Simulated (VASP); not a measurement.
# Bi (C2/m) in VASP: a series of runs, part 2 of 2

VASP 6.6.1.

### 3 Vibrations by perturbation theory, PBE

File INCAR:

```
SYSTEM = Bi
PREC = Accurate
ENCUT = 520
EDIFF = 1E-8
ISMEAR = -1
SIGMA = 0.05
LREAL = .FALSE.
LASPH = .TRUE.
NELM = 60
ALGO = Normal
ISIF = 2
LWAVE = .FALSE.
LCHARG = .FALSE.
GGA = PE
NBANDS = 22
IBRION = 8
NSW = 1
```

File KPOINTS:

```
regular mesh
0
G
  6 6 8
  0 0 0
```

File POSCAR:

```
Bi
1.0
    3.4885980000     -3.1325780000      0.0000000000
    3.4885980000      3.1325780000      0.0000000000
   -1.2602350000      0.0000000000      3.1135500000
Bi
2
Direct
    0.7530610000      0.7530610000      0.8573820000
    0.2469390000      0.2469390000      0.1426180000
```

Potentials or basis: VASP PAW PBE potentials, release 64 (Bi_d).

The run is started by

```
cat potpaw_PBE.64/Bi_d/POTCAR > POTCAR
mpirun -np 1 vasp_std > vasp.out
```

OUTCAR:

```text
SYSTEM = Bi
   PREC = Accurate
   ENCUT = 520
   EDIFF = 1E-8
   ISMEAR = -1
   LREAL = .FALSE.
   LASPH = .TRUE.
   NELM = 60
   ISIF = 2
   GGA = PE
   IBRION = 8
   NSW = 1

 ion  position               nearest neighbor table
   1  0.753  0.753  0.857-   2 3.21   2 3.28   2 3.28   2 3.45
   2  0.247  0.247  0.143-   1 3.21   1 3.28   1 3.28   1 3.45

  LATTYP: Found a base centered monoclinic cell.
 ALAT       =     6.9771960000
 B/A-ratio  =     0.8979475423
 C/A-ratio  =     0.4814149259
 COS(beta)  =    -0.3751898342

  Lattice vectors:

 A1 = (   3.4885980000,  -3.1325780000,   0.0000000000)
 A2 = (   3.4885980000,   3.1325780000,   0.0000000000)
 A3 = (  -1.2602350000,   0.0000000000,   3.1135500000)

Analysis of symmetry for initial positions (statically):
=====================================================================
 Subroutine PRICEL returns:
 Original cell was already a primitive cell.

 Routine SETGRP: Setting up the symmetry group for a
 base centered monoclinic supercell.

 Subroutine GETGRP returns: Found  4 space group operations
 (whereof  4 operations were pure point group operations)
 out of a pool of  4 trial point group operations.

The static configuration has the point symmetry C_2h.

Analysis of symmetry for dynamics (positions and initial velocities):
=====================================================================
 Subroutine PRICEL returns:
 Original cell was already a primitive cell.

 Routine SETGRP: Setting up the symmetry group for a
 base centered monoclinic supercell.

 Subroutine GETGRP returns: Found  4 space group operations
 (whereof  4 operations were pure point group operations)
 out of a pool of  4 trial point group operations.

The dynamic configuration has the point symmetry C_2h.

 Subroutine INISYM returns: Found  4 space group operations
 (whereof  4 operations are pure point group operations),
 and found     1 'primitive' translations

----------------------------------------------------------------------------------------

                                     Primitive cell

  volume of cell :      68.0517

  direct lattice vectors                    reciprocal lattice vectors
     3.488598000 -3.132578000  0.000000000     0.143324052 -0.159612945  0.058011590
     3.488598000  3.132578000  0.000000000     0.143324052  0.159612945  0.058011590
    -1.260235000  0.000000000  3.113550000     0.000000000  0.000000000  0.321176792

  length of vectors
     4.688641694  4.688641694  3.358926295     0.222223807  0.222223807  0.321176792

  position of ions in fractional coordinates (direct lattice)
[... 133 lines left out ...]
 Fermi energy:         6.7587480182

 k-point     1 :       0.0000    0.0000    0.0000
  band No.  band energies     occupation
      1     -16.2041      2.00000
      2     -16.1665      2.00000
      3     -16.1224      2.00000
      4     -16.1074      2.00000
      5     -16.0190      2.00000
      6     -15.9952      2.00000
[... 589 lines left out ...]
     21      15.8308      0.00000
     22      15.9227      0.00000

 [... further k-points ...]

------------------------ aborting loop because EDIFF is reached ----------------------------------------

  FORCE on cell =-STRESS in cart. coord.  units (eV):
  Direction    XX          YY          ZZ          XY          YZ          ZX
  --------------------------------------------------------------------------------------
  -------------------------------------------------------------------------------------
  Total       -0.1263037     -0.2962188      0.4423347      0.0000000      0.0000000     -0.1968069
  in kB       -2.9736376     -6.9740412     10.4141290      0.0000000      0.0000000     -4.6335321
  external PRESSURE =       0.1554834 kB  Pullay stress =       0.0000000 kB

 VOLUME and BASIS-vectors are now :
 -----------------------------------------------------------------------------
  energy-cutoff  :      520.00
  volume of cell :       68.05
      direct lattice vectors                 reciprocal lattice vectors
     3.488598000 -3.132578000  0.000000000     0.143324052 -0.159612945  0.058011590
     3.488598000  3.132578000  0.000000000     0.143324052  0.159612945  0.058011590
    -1.260235000  0.000000000  3.113550000     0.000000000  0.000000000  0.321176792

 POSITION                                       TOTAL-FORCE (eV/Angst)
 -----------------------------------------------------------------------------------
      4.17375      0.00000      2.66950         0.008037      0.000000      0.012748
      1.54321      0.00000      0.44405        -0.008037      0.000000     -0.012748
 -----------------------------------------------------------------------------------
    total drift:                               -0.000000      0.000000      0.000000

  FREE ENERGIE OF THE ION-ELECTRON SYSTEM (eV)
  ---------------------------------------------------
  free  energy   TOTEN  =        -7.6946955911 eV

  energy  without entropy=       -7.6861216217  energy(sigma->0) =       -7.69040861

[... ionic steps 2 to 3 ...]

--------------------------------------- Ionic step        4  -------------------------------------------

------------------------ aborting loop because EDIFF is reached ----------------------------------------

--------------------------------------- Ionic step        5  -------------------------------------------

------------------------ aborting loop because EDIFF is reached ----------------------------------------

--------------------------------------- Ionic step        6  -------------------------------------------

 Free energy of the ion-electron system (eV)
  ---------------------------------------------------
  ---------------------------------------------------
  free energy    TOTEN  =        -0.32512886 eV

  energy without entropy =       -0.32512476

------------------------ aborting loop because EDIFF is reached ----------------------------------------

 INTERNAL STRAIN TENSOR  FOR ION    1  DIRECTION 3   (eV/Angst):
 -----------------------------------------------------------------------------
    -0.52228  0.00000  0.24088
     0.00000  2.78250  0.00000
     0.05241  0.00000  0.05441

 INTERNAL STRAIN TENSOR FOR ION    2 for displacements in x,y,z  (eV/Angst):
          X           Y           Z          XY          YZ          ZX
  --------------------------------------------------------------------------------
  x    -3.52784     1.65325    -1.20606     0.00000     0.00000    -2.51608
  y     0.00000     0.00000     0.00000    -0.47177    -0.34957     0.00000
  z     0.52228    -2.78250    -0.05441     0.00000     0.00000    -0.24088

 SECOND DERIVATIVES (NOT SYMMETRIZED)
 ------------------------------------
               1X          1Y          1Z          2X          2Y          2Z
  1X    -1.505924    0.000000   -0.262310    1.505924    0.000000    0.262310
  1Y     0.000000   -1.758706    0.000000    0.000000    1.758706    0.000000
  1Z    -0.262626    0.000000   -0.807550    0.262626    0.000000    0.807550
  2X     1.505924    0.000000    0.262310   -1.505924    0.000000   -0.262310
  2Y     0.000000    1.758706    0.000000    0.000000   -1.758706    0.000000
  2Z     0.262626    0.000000    0.807550   -0.262626    0.000000   -0.807550

 Eigenvectors and eigenvalues of the dynamical matrix
 ----------------------------------------------------

   1 f  =    2.028196 THz    12.743533 2PiTHz   67.653345 cm-1     8.387942 meV
             X         Y         Z           dx          dy          dz
      4.173751  0.000000  2.669502    -0.000000   -0.707107    0.000000
      1.543210  0.000000  0.444048     0.000000    0.707107   -0.000000
[... 21 lines left out ...]
   6 f/i=    0.000000 THz     0.000000 2PiTHz    0.000001 cm-1     0.000000 meV
             X         Y         Z           dx          dy          dz
      4.173751  0.000000  2.669502     0.164582   -0.140121    0.673260
      1.543210  0.000000  0.444048     0.164582   -0.140121    0.673260

--------------------------------------------------------------------------------------------------------

 ELASTIC MODULI CONTR FROM IONIC RELAXATION (kBar)
 Direction    XX          YY          ZZ          XY          YZ          ZX
 --------------------------------------------------------------------------------
 XX        -234.5385    199.0965    -71.9945     -0.0000     -0.0000   -145.7182
 YY         199.0965   -334.1295     45.9576      0.0000      0.0000     83.7887
 ZZ         -71.9945     45.9576    -23.4910     -0.0000     -0.0000    -48.3936
 XY          -0.0000      0.0000     -0.0000     -2.9794     -2.2077     -0.0000
 YZ          -0.0000      0.0000     -0.0000     -2.2077     -1.6358     -0.0000
 ZX        -145.7182     83.7887    -48.3936     -0.0000     -0.0000   -100.1804
 --------------------------------------------------------------------------------
```

OSZICAR:

```text
N       E                     dE             d eps       ncg     rms          rms(c)
DAV:   1     0.303617005657E+03    0.30362E+03   -0.16195E+04  3916   0.166E+03
DAV:   2     0.178622848634E+02   -0.28575E+03   -0.27821E+03  3994   0.438E+02
DAV:   3    -0.682549159955E+01   -0.24688E+02   -0.24419E+02  4782   0.141E+02
DAV:   4    -0.766047145543E+01   -0.83498E+00   -0.83451E+00  4746   0.284E+01
[... 60 lines left out ...]
RMM:   5    -0.325121438988E+00    0.45363E-04   -0.12959E-05  7227   0.266E-02    0.225E-03
RMM:   6    -0.325121761403E+00   -0.32242E-06   -0.23068E-06  7472   0.108E-02    0.820E-04
RMM:   7    -0.325129013481E+00   -0.72521E-05   -0.20342E-07  7400   0.289E-03    0.374E-04
RMM:   8    -0.325128861897E+00    0.15158E-06   -0.45343E-08  7340   0.107E-03    0.810E-05
RMM:   9    -0.325128861596E+00    0.30117E-09   -0.89931E-08  7401   0.413E-04    0.196E-05
 Linear response finished
```

stdout:

```text
POSCAR found type information on POSCAR Bi
 POSCAR found :  1 types and       2 ions
 scaLAPACK will be used
 LDA part: xc-table for (Slater+PW92), standard interpolation
 POSCAR, INCAR and KPOINTS ok, starting setup
 FFT: planning ... GRIDC
 FFT: planning ... GRID_SOFT
 FFT: planning ... GRID
 WAVECAR not read
 entering main loop
 Linear response reoptimize wavefunctions to high precision
 Linear response DOF=           3
 Linear response progress:
 first order change of Fermi-energy   0.19429E-01
 force on displaced ion       1 direction 1 :  -1.506   0.000  -0.262
 Linear response progress:
 first order change of Fermi-energy   0.75870E-04
 force on displaced ion       1 direction 2 :   0.001  -1.759  -0.002
 Linear response progress:
 first order change of Fermi-energy  -0.41846E+00
 force on displaced ion       1 direction 3 :  -0.263   0.000  -0.808
 Linear response finished
```

Run time: 5.3 min. Hardware: 1 thread of Intel Xeon 6975P-C (Granite Rapids), shared host; peak memory 0.5 GiB.

Results:

- Highest phonon frequency at Γ: 68 cm⁻¹

Phonon frequencies in cm⁻¹ (negative: imaginary):
| q point | frequencies |
| --- | --- |
| (0.000, 0.000, 0.000) | 0 0 0 43 64 68 |

Caveat: spin-orbit coupling is left out, which moves the levels of the heavy elements.
